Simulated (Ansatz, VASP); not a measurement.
**Two plane-wave programs on BaSiGe**

File INCAR:

```
SYSTEM = BaSiGe
PREC = Accurate ; ENCUT = 520
EDIFF = 1E-6 ; ISMEAR = 0
SIGMA = 0.1 ; LREAL = .False.
LASPH = .True. ; NELM = 100
ALGO = Normal ; ISIF = 2
LWAVE = .False. ; LCHARG = .False.
LDIPOL = .True. ; IDIPOL = 3
DIPOL = 0.5 0.5 0.500 ; GGA = PE
IVDW = 12 ; NBANDS = 37
```

Contents of KPOINTS:

```
Automatic mesh
0
Gamma
  4 4 1
  0 0 0
```

Contents of POSCAR:

```
BaSiGe
1.0
    4.4306339000      0.0000000000      0.0000000000
    0.0000000000      4.4306339000      0.0000000000
    0.0000000000      0.0000000000     23.0000000000
Ba Si Ge
2 2 2
Direct
    0.0000000000      0.0000000000      0.3741248300
    0.5000000000      0.5000000000      0.6258751700
    0.5000000000      0.5000000000      0.3233800900
    0.0000000000      0.0000000000      0.6766199100
    0.5000000000      0.5000000000      0.4295652200
    0.0000000000      0.0000000000      0.5704347800
```

Input for Ansatz:

```yaml
crystal:
  lattice:
    - [4.4306339, 0.0, 0.0]
    - [0.0, 4.4306339, 0.0]
    - [0.0, 0.0, 23.0]
  atoms:
    - { symbol: Ba, position: [0.0, 0.0, 0.37412483] }
    - { symbol: Ba, position: [0.5, 0.5, 0.62587517] }
    - { symbol: Si, position: [0.5, 0.5, 0.32338009] }
    - { symbol: Si, position: [0.0, 0.0, 0.67661991] }
    - { symbol: Ge, position: [0.5, 0.5, 0.42956522] }
    - { symbol: Ge, position: [0.0, 0.0, 0.57043478] }
  periodic: [true, true, false]
basis:
  ecutwfc: 420
kpoints:
  mp_grid: { grid: [4, 4, 1] }
hamiltonian:
  xc: pbe
  dispersion: d3bj
scf:
  occupations: { method: gaussian, width: 0.1 }
  lower_state_search: "off"
output:
  forces: true
  stress: true
  eigenvalues: true
```

Alike in both runs: task single point; functional PBE; dispersion D3(BJ); k mesh 4 × 4 × 1; occupations gaussian, width 0.1 eV; no spin polarisation.

```csv
,VASP,Ansatz
version,VASP 6.6.1,Ansatz 0.2.0
potentials or method,"VASP PAW PBE potentials, release 64 (Ba_sv, Si, Ge_d), cutoff 520 eV","scalar-relativistic, plane waves, PAW"
valence electrons in the cell,56,56
```

VASP gave:

```
gap on the k mesh at the Fermi level (eV) : none
rms of the force components (eV/Å)        : 0.638
```

Question: Which values does Ansatz return?

Answer: gap on the k mesh at the Fermi level (eV): none; rms of the force components (eV/Å): 0.651.

Atom by atom the forces differ by 0.014 eV/Å (rms over components). A gap of «none» marks a metal or a gap that the smearing closes. Ansatz's warnings: slab cell height set.

Neither program's run includes spin-orbit coupling.
